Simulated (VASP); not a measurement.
A run of VASP 6.6.1:

INCAR

```
PREC     = Accurate       # precision mode
ENCUT    = 520            # plane-wave cutoff, eV
EDIFF    = 1E-7           # SCF threshold, eV
ISMEAR   = -1             # smearing method
SIGMA    = 0.05           # smearing width, eV
LREAL    = F              # projectors in reciprocal space
LASPH    = T              # aspherical terms in the spheres
NELM     = 80             # most SCF steps
ALGO     = Normal         # electronic algorithm
ISIF     = 2              # what is computed and relaxed
LWAVE    = F              # write WAVECAR
LCHARG   = T              # write CHGCAR
GGA      = CA             # functional
LELF     = T              # ELF
LVHAR    = T            
NBANDS   = 20             # bands
```

Contents of KPOINTS:

```
Automatic mesh
0
Gamma
  9 9 9
```

The input POSCAR:

```
PbO2
1.0
    0.0000000000      2.6393452517      2.6393452517
    2.6393452517      0.0000000000      2.6393452517
    2.6393452517      2.6393452517      0.0000000000
Pb O
1 2
Direct
    0.0000000000      0.0000000000      0.0000000000
    0.7500000000      0.7500000000      0.7500000000
    0.2500000000      0.2500000000      0.2500000000
```

Potentials or basis: VASP PAW LDA potentials, release 64 (Pb_d, O).

Launch:

```sh
$ cat potpaw_LDA.64/Pb_d/POTCAR potpaw_LDA.64/O/POTCAR > POTCAR
$ mpirun -np 1 vasp_std > vasp.out
```

Hardware: 1 thread of Intel Xeon 8259CL, with other jobs on the host.

Problem. Estimate the wall time of this run.

Solution. It took 35 s on 1 thread of Intel Xeon 8259CL (shared host), peak memory 0.15 GiB. Counts: scf iterations 14, k points 35.
